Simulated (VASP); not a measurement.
Input of a VASP 6.6.1 run:

Contents of INCAR:

```
SYSTEM = Sc3BN2
PREC = Accurate
ENCUT = 1330
EDIFF = 1E-7
ISMEAR = 0
SIGMA = 0.1
LREAL = .False.
LASPH = .True.
NELM = 120
ALGO = Normal
ISIF = 3
LWAVE = .False.
LCHARG = .False.
GGA = PE
IBRION = 2
NSW = 90
EDIFFG = -0.04
GGA_COMPAT = .False.
NELMIN = 4
```

KPOINTS

```
regular mesh
0
Gamma
  6 6 4
  0 0 0
```

File POSCAR:

```
Sc3BN2
1.0
    4.8591883800      0.0000000000      0.0000000000
   -2.4295941900      4.2081805800      0.0000000000
    0.0000000000      0.0000000000      4.9921081400
Sc B N
3 1 2
Direct
    0.3333333300      0.6666666700      0.5000000000
    0.6666666700      0.3333333300      0.5000000000
    0.0000000000      0.0000000000      0.5000000000
    0.0000000000      0.0000000000      0.0000000000
    0.3333333300      0.6666666700      0.0000000000
    0.6666666700      0.3333333300      0.0000000000
```

Potentials or basis: VASP PAW PBE potentials, release 64 (Sc_sv, B_h, N_h).

The run is started by

```sh
$ cat potpaw_PBE.64/Sc_sv/POTCAR potpaw_PBE.64/B_h/POTCAR potpaw_PBE.64/N_h/POTCAR > POTCAR
$ mpirun -np 1 vasp_std > vasp.out
```

(1) Predict the relaxed volume.

(2) Predict the band gap on the k mesh.

(3) What does it give for the relaxed cell?

## Answers

(1) 19.50 Å³/atom.

(2) zero (bands 23 and 24 overlap by 1.58 eV).

(3) a = 5.633 Å, b = 5.633 Å, c = 4.259 Å, α = 90.00°, β = 90.00°, γ = 120.00°.

Caveat: a cell axis changed by over 15 % at a fixed basis, so the end point is rough.
